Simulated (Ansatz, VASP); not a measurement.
# C in VASP and in Ansatz

```
CELL_PARAMETERS angstrom
0.00000 1.78337 1.78337
1.78337 0.00000 1.78337
1.78337 1.78337 0.00000
ATOMIC_POSITIONS crystal
C 0.00000 0.00000 0.00000
C 0.25000 0.25000 0.25000
```

Alike in both runs: task relaxation of cell and atoms; functional r2SCAN; dispersion rVV10; k mesh 10 × 10 × 10; no spin polarisation.

```csv
,VASP,Ansatz
version,VASP 6.6.1,Ansatz 0.2.0
potentials or method,"VASP PAW PBE potentials, release 64 (C)","plane waves, PAW"
plane-wave cutoff (eV),600,500
occupations,"gaussian, width 0.01 eV",fixed
valence electrons in the cell,8,8
```

```csv
,VASP,Ansatz,Ansatz less VASP
relaxed volume (Å³/atom),5.63,5.63,-0.004
relaxed cell length with the largest relative difference (Å),2.516,2.516,-0.0007
```

VASP's potentials were made for PBE, not for r2SCAN. Ansatz's warnings: stress scf threshold loose.
